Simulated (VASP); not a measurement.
## PbSe: single point with PBE

The system is PbSe, a slab with vacuum.

```
Pb Se
1.0
     4.32476    0.00000    0.00000
    -0.01010    4.32475    0.00000
    -2.15733   -2.16238   11.75582
Pb Se
2 2
Direct
  0.80684 0.80730 0.61844
  0.18545 0.19981 0.38238
  0.28733 0.32315 0.62319
  0.68427 0.69990 0.37796
```

This cell differs from its parent crystal: volume scaled by 0.94.

- Program: VASP 6.6.1
- Task: single point
- Functional: PBE
- Potentials or basis: VASP PAW PBE potentials, release 64 (Pb_d, Se)
- Cutoff: 520 eV
- k mesh: 6 × 6 × 3
- Occupations: fermi-dirac, width 0.05 eV
- Spin: no spin polarisation
- Dipole correction: no
- Further INCAR settings: ALGO = Normal; EDIFF = 1e-07; NBANDS = 28

The largest force is 0.182 eV/Å and the band gap on the k mesh is 1.56 eV, direct.

Forces on the atoms (eV/Å):
```
Pb  -0.095  0.068  0.097
Pb   0.019 -0.010 -0.071
Se   0.160 -0.057  0.066
Se  -0.083 -0.001 -0.092
```

Levels at points of the mesh, in eV from the valence-band top:
| k point | band 18 | band 19 | band 20 | band 21 | band 22 | band 23 |
| --- | --- | --- | --- | --- | --- | --- |
| (0.00, 0.00, 0.00) | -1.51 | -1.50 | -0.53 | 2.05 | 3.74 | 4.46 |
| (0.50, 0.00, 0.00) | -0.91 | -0.05 | -0.02 | 1.58 | 1.61 | 2.44 |
| (0.00, 0.50, 0.00) | -0.95 | -0.05 | 0.00 | 1.56 | 1.61 | 2.51 |
| (0.50, 0.50, 0.00) | -2.97 | -1.47 | -1.46 | 3.60 | 3.64 | 5.06 |

Run time: 7 min on 1 thread of AMD EPYC 7R43 64-Core Processor (Zen 3), on a shared host, peak memory 0.44 GiB.

Caveat: spin-orbit coupling is left out, which moves the levels of the heavy elements.
